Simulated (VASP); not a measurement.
# AlNi (P4/mmm) in VASP: relaxation of shape and atoms at fixed volume with PBEsol

Aim: the relaxation of shape and atoms at fixed volume of AlNi with PBEsol.

Program: VASP 6.6.1. These are calculated values, not measurements. Logs are shortened: lines on timing, memory, paths and dates and some standing lists are left out, and cuts for length are marked.

## (1) The cell of the first run

The structure is tetragonal, space group P4/mmm (No. 123). The conventional cell has a = 2.830 Å, b = 2.830 Å, c = 2.840 Å, α = 90.00°, β = 90.00°, γ = 90.00°. Within 3.2 Å of Al (site symmetry 4/mmm) lie 8 Ni at 2.45 Å and 6 Al at 2.83 to 2.84 Å. Ni (site symmetry 4/mmm) has 8 Al at 2.45 Å and 6 Ni at 2.83 to 2.84 Å within 3.2 Å.

## (2) Relaxation of shape and atoms at fixed volume, PBEsol (11.37 Å³/atom)

File INCAR:

```
ALGO = Fast
EDIFF = 1E-6
EDIFFG = -0.01
ENCUT = 600
GGA = PS
IBRION = 2
ISIF = 4
ISMEAR = 0
LASPH = True
LCHARG = False
LREAL = False
LWAVE = False
NELM = 80
NSW = 50
PREC = Accurate
SIGMA = 0.1
```

File KPOINTS:

```
k-points
0
Gamma
  16 16 14
```

File POSCAR:

```
AlNi
1.0
    2.0009092359     -2.0009307179      0.0000000000
    2.0009092359      2.0009307179      0.0000000000
    0.0000000000      0.0000000000      2.8404229021
Al Ni
1 1
Direct
    0.0000000000      0.0000000000      0.0000000000
    0.5000000000      0.5000000000      0.5000000000
```

Potentials or basis: VASP PAW PBE potentials, release 64 (Al, Ni).

Launch:

```sh
$ cat potpaw_PBE.64/Al/POTCAR potpaw_PBE.64/Ni/POTCAR > POTCAR
$ mpirun -np 1 vasp_std > vasp.out
```

OUTCAR:

```text
EDIFF = 1E-6
   EDIFFG = -0.01
   ENCUT = 600
   GGA = PS
   IBRION = 2
   ISIF = 4
   ISMEAR = 0
   LASPH = True
   LREAL = False
   NELM = 80
   NSW = 50
   PREC = Accurate

 ion  position               nearest neighbor table
   1  0.000  0.000  0.000-   2 2.45   2 2.45   2 2.45   2 2.45   2 2.45   2 2.45   2 2.45   2 2.45

   2  0.500  0.500  0.500-   1 2.45   1 2.45   1 2.45   1 2.45   1 2.45   1 2.45   1 2.45   1 2.45

  LATTYP: Found a base centered orthorhombic cell.
 ALAT       =     4.0018184718
 B/A-ratio  =     1.0000107361
 C/A-ratio  =     0.7097830454

  Lattice vectors:

 A1 = (   2.0009092359,  -2.0009307179,   0.0000000000)
 A2 = (   2.0009092359,   2.0009307179,   0.0000000000)
 A3 = (   0.0000000000,   0.0000000000,   2.8404229021)

Analysis of symmetry for initial positions (statically):
=====================================================================
 Subroutine PRICEL returns:
 Original cell was already a primitive cell.

 Routine SETGRP: Setting up the symmetry group for a
 base centered orthorhombic supercell.

 Subroutine GETGRP returns: Found  8 space group operations
 (whereof  8 operations were pure point group operations)
 out of a pool of  8 trial point group operations.

The static configuration has the point symmetry D_2h.

Analysis of symmetry for dynamics (positions and initial velocities):
=====================================================================
 Subroutine PRICEL returns:
 Original cell was already a primitive cell.

 Routine SETGRP: Setting up the symmetry group for a
 base centered orthorhombic supercell.

 Subroutine GETGRP returns: Found  8 space group operations
 (whereof  8 operations were pure point group operations)
 out of a pool of  8 trial point group operations.

The dynamic configuration has the point symmetry D_2h.

 Subroutine INISYM returns: Found  8 space group operations
 (whereof  8 operations are pure point group operations),
 and found     1 'primitive' translations

----------------------------------------------------------------------------------------

                                     Primitive cell

  volume of cell :      22.7443

  direct lattice vectors                    reciprocal lattice vectors
     2.000909236 -2.000930718  0.000000000     0.249886397 -0.249883714  0.000000000
     2.000909236  2.000930718  0.000000000     0.249886397  0.249883714  0.000000000
     0.000000000  0.000000000  2.840422902     0.000000000  0.000000000  0.352060251

  length of vectors
     2.829728169  2.829728169  2.840422902     0.353390835  0.353390835  0.352060251

  position of ions in fractional coordinates (direct lattice)
     0.000000000  0.000000000  0.000000000
     0.500000000  0.500000000  0.500000000

  ion indices of the primitive-cell ions
   primitive index   ion index
                 1           1
                 2           2

----------------------------------------------------------------------------------------

 KPOINTS: k-points

Automatic generation of k-mesh.
 Grid dimensions read from file:
 generate k-points for:   16   16   14

 Generating k-lattice:

  Cartesian coordinates                     Fractional coordinates (reciprocal lattice)
     0.015617900 -0.015617732  0.000000000     0.062500000  0.000000000  0.000000000
     0.015617900  0.015617732  0.000000000     0.000000000  0.062500000  0.000000000
     0.000000000  0.000000000  0.025147161     0.000000000  0.000000000  0.071428571

  Length of vectors
     0.022086927  0.022086927  0.025147161

  Shift w.r.t. Gamma in fractional coordinates (k-lattice)
     0.000000000  0.000000000  0.000000000

 Subroutine IBZKPT returns following result:
 ===========================================

 Found    584 irreducible k-points:

 Following reciprocal coordinates:
            Coordinates               Weight
  0.000000  0.000000  0.000000      1.000000
  0.062500  0.000000  0.000000      4.000000
  0.125000  0.000000  0.000000      4.000000
  0.187500 -0.000000  0.000000      4.000000
  0.250000  0.000000  0.000000      4.000000
  0.312500 -0.000000  0.000000      4.000000
[... 16 lines left out ...]
 -0.125000  0.062500  0.000000      4.000000
 -0.062500  0.062500  0.000000      2.000000
 [... further k-points ...]
   k-points           NKPTS =    584   k-points in BZ     NKDIM =    584   number of bands    NBANDS=     10
   number of dos      NEDOS =    301   number of ions     NIONS =      2
   total plane-waves  NPLWV =  13824
   dimension x,y,z NGX =    24 NGY =   24 NGZ =   24
   dimension x,y,z NGXF=    48 NGYF=   48 NGZF=   48
   ions per type =               1   1
   NGX,Y,Z   is equivalent  to a cutoff of  14.10, 14.10, 14.05 a.u.
   NGXF,Y,Z  is equivalent  to a cutoff of  28.20, 28.20, 28.09 a.u.
 SYSTEM =  unknown system
   PREC   = accura    normal or accurate (medium, high low for compatibility)
   ISTART =      0    job   : 0-new  1-cont  2-samecut
   ICHARG =      2    charge: 1-file 2-atom 10-const
   ISPIN  =      1    spin polarized calculation?
   LNONCOLLINEAR =      F non collinear calculations
   LSORBIT =      F    spin-orbit coupling
   LASPH  =      T    aspherical Exc in radial PAW
   ENCUT  =  600.0 eV  44.10 Ry    6.64 a.u.   5.65  5.65  5.67*2*pi/ulx,y,z
   NELM   =     80;   NELMIN=  2; NELMDL= -5     # of ELM steps
   EDIFF  = 0.1E-05   stopping-criterion for ELM
   LREAL  =      F    real-space projection
   EDIFFG = -.1E-01   stopping-criterion for IOM
   NSW    =     50    number of steps for IOM
   IBRION =      2    ionic relax: 0-MD 1-quasi-New 2-CG
   NFREE  =      1    steps in history (QN), initial steepest desc. (CG)
   ISIF   =      4    stress and relaxation
   ISYM   =      2    0-nonsym 1-usesym 2-fastsym
   POTIM  = 0.5000    time-step for ionic-motion
   TEBEG  =    0.0;   TEEND  =   0.0 temperature during run
   PSTRESS=    0.0 pullay stress
   NELECT =      13.0000    total number of electrons
   NUPDOWN=      -1.0000    fix difference up-down
   EMIN   =  10.00;   EMAX   =-10.00  energy-range for DOS
   EFERMI =   0.00;   METHOD = LEGACY
   ISMEAR =     0;   SIGMA  =   0.10  broadening in eV -4-tet -1-fermi 0-gaus
   EFERMI_NEDOS =   21; number of points for ismear=-14 and -15
   IALGO  =     68    algorithm
   IMIX   =      4    mixing-type and parameters
     AMIX     =   0.40;   BMIX     =  1.00
     AMIX_MAG =   1.60;   BMIX_MAG =  1.00
  volume/ion in A,a.u.               =      11.37        76.74
  Fermi-wavevector in a.u.,A,eV,Ry     =   1.358621  2.567422 25.114345  1.845852
  Thomas-Fermi vector in A             =   2.485439
   LORBIT       =      0    0 simple, 1 ext, 2 COOP (PROOUT), +10 PAW based schemes
   GGA     = PS    functional components
   LHFCALC =     F    Hartree Fock is set to
   AEXX    =    0.0000 exact exchange contribution
   IVDW    =     0    specifies the selected vdW correction
   LEPSILON=     F    determine dielectric tensor
   LRPA    =     F    only Hartree local field effects (RPA)
 conjugate gradient relaxation of ions
 non-spin polarized calculation
 RMM-DIIS sequential band-by-band and
 Gauss-broadening in eV      SIGMA  =   0.10
  energy-cutoff  :      600.00
  volume of cell :       22.74
 maximum number of plane-waves:       780
   NGX = 11   NGY = 11   NGZ = 11

 number of electron      12.9999995 magnetization

 Free energy of the ion-electron system (eV)
  ---------------------------------------------------
  ext. energy  EPLUGINS =         0.00000000
  ---------------------------------------------------
  free energy    TOTEN  =       -11.57611768 eV

  energy without entropy =      -11.57261936  energy(sigma->0) =      -11.57436852

 E-fermi :  10.5594     XC(G=0): -12.4114

 val. band max:       10.5569649362   @ k =   0.4375   0.3125   0.5000
 cond. band min:      10.5747149535   @ k =  -0.3750   0.3750   0.5000
 fundamental gap:      0.0177500173
 Fermi energy:        10.5594242661

 k-point     1 :       0.0000    0.0000    0.0000
  band No.  band energies     occupation
      1      -0.9309      2.00000
      2       7.0872      2.00000
      3       7.0889      2.00000
      4       8.9223      2.00000
      5       8.9224      2.00000
      6       8.9321      2.00000
      7      16.1916      0.00000
      8      16.3314      0.00000
      9      16.3315      0.00000
     10      18.8673      0.00000

 k-point     2 :       0.0625    0.0000    0.0000
  band No.  band energies     occupation
      1      -0.8562      2.00000
      2       7.0847      2.00000
      3       7.1061      2.00000
      4       8.8880      2.00000
      5       8.8984      2.00000
      6       8.9260      2.00000
      7      15.5019      0.00000
      8      16.2909      0.00000
      9      16.4301      0.00000
     10      18.8751      0.00000

 k-point     3 :       0.1250    0.0000    0.0000
  band No.  band energies     occupation
      1      -0.6327      2.00000
      2       7.0595      2.00000
      3       7.1591      2.00000
      4       8.7931      2.00000
      5       8.8053      2.00000
      6       8.9365      2.00000
      7      14.0746      0.00000
      8      16.5813      0.00000
      9      16.7186      0.00000
     10      18.8796      0.00000

 k-point     4 :       0.1875   -0.0000    0.0000
  band No.  band energies     occupation
      1      -0.2632      2.00000
      2       6.9665      2.00000
      3       7.2399      2.00000
      4       8.6583      2.00000
      5       8.6729      2.00000
      6       8.9522      2.00000
      7      12.6731      0.00000
      8      17.0429      0.00000
      9      17.1777      0.00000
     10      18.8868      0.00000
[... 222 lines left out ...]
 k-point    22 :      -0.1875    0.0625    0.0000
  band No.  band energies     occupation
      1      -0.1900      2.00000
      2       6.9900      2.00000
      3       7.2422      2.00000
      4       8.6291      2.00000
      5       8.6621      2.00000
      6       8.9209      2.00000
      7      12.7352      0.00000
      8      16.2890      0.00000
      9      17.1388      0.00000
     10      19.4762      0.00000

 k-point    23 :      -0.1250    0.0625    0.0000
  band No.  band energies     occupation
      1      -0.5585      2.00000
      2       7.0772      2.00000
      3       7.1613      2.00000
      4       8.7656      2.00000
      5       8.7954      2.00000
      6       8.9051      2.00000
      7      14.1297      0.00000
      8      15.9000      0.00000
      9      16.6789      0.00000
     10      19.4039      0.00000

 k-point    24 :      -0.0625    0.0625    0.0000
  band No.  band energies     occupation
      1      -0.7815      2.00000
      2       7.0943      2.00000
      3       7.1125      2.00000
      4       8.8630      2.00000
      5       8.8835      2.00000
      6       8.9003      2.00000
      7      15.4195      0.00000
      8      15.7791      0.00000
      9      16.3898      0.00000
     10      19.2565      0.00000

 [... further k-points ...]
[... 5 lines left out ...]
  --------------------------------------------------------------------------------------
  -------------------------------------------------------------------------------------
  Total        0.8464232      0.8460085      0.8416051     -0.0000000      0.0000000      0.0000000
  in kB       59.6246293     59.5954187     59.2852319     -0.0000000      0.0000000      0.0000000
  external PRESSURE =      59.5017600 kB  Pullay stress =       0.0000000 kB

 VOLUME and BASIS-vectors are now :
 -----------------------------------------------------------------------------
  energy-cutoff  :      600.00
  volume of cell :       22.74
      direct lattice vectors                 reciprocal lattice vectors
     2.000909236 -2.000930718  0.000000000     0.249886397 -0.249883714  0.000000000
     2.000909236  2.000930718  0.000000000     0.249886397  0.249883714  0.000000000
     0.000000000  0.000000000  2.840422902     0.000000000  0.000000000  0.352060251

 POSITION                                       TOTAL-FORCE (eV/Angst)
 -----------------------------------------------------------------------------------
      0.00000      0.00000      0.00000         0.000000     -0.000000      0.000000
      2.00091      0.00000      1.42021        -0.000000      0.000000      0.000000
 -----------------------------------------------------------------------------------
    total drift:                                0.000000     -0.000000     -0.000000

  FREE ENERGIE OF THE ION-ELECTRON SYSTEM (eV)
  ---------------------------------------------------
  free  energy   TOTEN  =       -11.5761176752 eV

  energy  without entropy=      -11.5726193600  energy(sigma->0) =      -11.57436852

 reached required accuracy - stopping structural energy minimisation
```

Wall time 38 s (1 thread of Intel Xeon 6975P-C (Granite Rapids), shared host); peak memory 0.3 GiB.

Results:

```yaml
Free_energy: -11.5761 eV
Pressure_after_relaxing: 6.0 GPa
Band_gap_on_the_k_mesh: zero (an odd number of electrons rules out a gap without spin polarisation)
```

Final structure:
```cif
data_structure
_symmetry_space_group_name_H-M 'P 1'
_symmetry_Int_Tables_number 1
_cell_length_a 2.8297
_cell_length_b 2.8297
_cell_length_c 2.8404
_cell_angle_alpha 90.000
_cell_angle_beta 90.000
_cell_angle_gamma 90.001
_cell_volume 22.74
loop_
_atom_site_label
_atom_site_type_symbol
_atom_site_fract_x
_atom_site_fract_y
_atom_site_fract_z
_atom_site_occupancy
Al1 Al 0.00000 0.00000 0.00000 1
Ni1 Ni 0.50000 0.50000 0.50000 1
```

Levels at points of the mesh, in eV from the Fermi level:
```
           k point  band 4  band 5  band 6  band 7  band 8  band 9  band 10
(0.00, 0.00, 0.00)   -1.64   -1.64   -1.63    5.63    5.77    5.77     8.31
(0.50, 0.00, 0.00)   -2.40   -2.38   -1.54   -0.65    8.37   10.17    10.30
(0.50, 0.50, 0.00)   -2.99   -2.22   -2.22   -1.06    1.59    2.78    12.80
(0.00, 0.00, 0.50)   -2.38   -2.38   -1.53   -0.68    8.37   10.28    10.29
(0.50, 0.00, 0.50)   -3.01   -2.21   -2.20   -1.07    1.55    2.74    12.90
(0.50, 0.50, 0.50)   -1.04   -1.03    1.95    1.95    1.95    4.19     4.70
```

Caveat: the PAW data sets were made with another functional, which shifts forces and pressure a little. Spin polarisation is off, so any magnetic state and its effect on volume and gap are missing.
